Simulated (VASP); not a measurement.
Crystal: In3Sb (D03 type).

```
Sb In
1.0
     0.00000    3.48003    3.48003
     3.48003    0.00000    3.48003
     3.48003    3.48003    0.00000
Sb In
1 3
Direct
  0.00000 0.00000 0.00000
  0.50000 0.50000 0.50000
  0.25000 0.25000 0.25000
  0.75000 0.75000 0.75000
```

```yaml
Program: VASP 6.6.1
Task: relaxation of cell and atoms
Functional: PBE
Potentials_or_basis: VASP PAW PBE potentials, release 64 (Sb, In_d)
Cutoff: 600 eV
k_mesh: 9 × 9 × 9
Occupations: fermi-dirac, width 0.05 eV
Spin: no spin polarisation
```

At the start: pressure 21.8 GPa; volume 21.07 Å³/atom.

Where does the relaxation end?

Over 20 steps the energy falls by 355.3 meV/atom and the volume is 28.19 Å³/atom (+33.8 %); space group Fm-3m (No. 225, to 0.1 Å) before and after.

The path:
```
step  energy change (eV)  largest force (eV/Å)  pressure (GPa)  volume (Å³)
   1              0.0000                0.0000           21.83        84.29
   2             -1.3171                0.0000           -2.60       124.40
   3             -1.4189                0.0000            0.41       111.54
   4             -1.4210                0.0000           -0.08       113.08
   5             -1.4209                0.0000            0.11       112.44
   6             -1.4209                0.0000            0.12       112.45
   7             -1.4209                0.0000            0.11       112.45
   8             -1.4209                0.0000            0.11       112.45
   9             -1.4209                0.0000            0.11       112.45
  10             -1.4209                0.0000            0.11       112.45
  11             -1.4209                0.0000            0.11       112.45
  12             -1.4209                0.0000            0.11       112.45
  13             -1.4209                0.0000            0.11       112.46
  14             -1.4209                0.0000            0.12       112.46
  15             -1.4210                0.0000            0.11       112.46
  16             -1.4210                0.0000            0.10       112.47
  17             -1.4210                0.0000            0.10       112.49
  18             -1.4210                0.0000            0.09       112.53
  19             -1.4210                0.0000            0.07       112.60
  20             -1.4211                0.0000            0.02       112.74
```

Final structure:
```
CELL_PARAMETERS angstrom
0.00000 3.83432 3.83432
3.83432 0.00000 3.83432
3.83432 3.83432 0.00000
ATOMIC_POSITIONS crystal
Sb 0.00000 0.00000 0.00000
In 0.50000 0.50000 0.50000
In 0.25000 0.25000 0.25000
In 0.75000 0.75000 0.75000
```

Caveat: the volume moved by over 15 % at a fixed basis, so the end points are rough.
